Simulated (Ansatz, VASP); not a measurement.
# One calculation of Ta, two programs

Contents of INCAR:

```
  ALGO = Normal
  EDIFF = 1E-7
  ENCUT = 520
  GGA = PS
  ISIF = 2
  ISMEAR = -1
  LASPH = T
  LCHARG = F
  LREAL = F
  LWAVE = F
  NBANDS = 12
  NELM = 100
  PREC = Accurate
  SIGMA = 0.05
```

The input KPOINTS:

```
k-points
0
Gamma
  14 14 14
```

Contents of POSCAR:

```
Ta
1.0
    2.5139786374      0.0000000000      0.0000000000
    0.0000000000      2.5139786374      0.0000000000
    0.0000000000      0.0000000000      2.5139786374
Ta
1
Direct
    0.0000000000      0.0000000000      0.0000000000
```

Input for Ansatz:

```yaml
crystal:
  lattice:
    - [2.5139786374, 0.0, 0.0]
    - [0.0, 2.5139786374, 0.0]
    - [0.0, 0.0, 2.5139786374]
  atoms:
    - { symbol: Ta, position: [0.0, 0.0, 0.0] }
kpoints:
  mp_grid: { grid: [14, 14, 14] }
scf:
  occupations: { method: fermi_dirac, width: 0.05 }
hamiltonian:
  xc: pbesol
  pseudopotentials: { kind: all_electron, lapw: { basis_error: 0.001 } }
output:
  forces: true
  stress: true
  eigenvalues: true
  populations: true
```

Change from the starting cell: volume scaled by 0.8, LAPW.

Alike in both runs: task single point; functional PBEsol; k mesh 14 × 14 × 14; occupations fermi-dirac, width 0.05 eV; no spin polarisation.

|  | VASP | Ansatz |
| --- | --- | --- |
| version | VASP 6.6.1 | Ansatz 0.2.0 |
| potentials or method | VASP PAW PBE potentials, release 64 (Ta_pv), cutoff 520 eV | all-electron LAPW, scalar-relativistic |

```csv
,VASP,Ansatz,Ansatz less VASP
pressure (GPa),53.8,52.1,-1.75
```

VASP's potentials were made for PBE, not for PBEsol. Both programs put the cell under a high pressure, so it lies far from rest at this level. Ansatz ran all-electron here, and VASP with PAW potentials.

Neither program's run includes spin-orbit coupling.
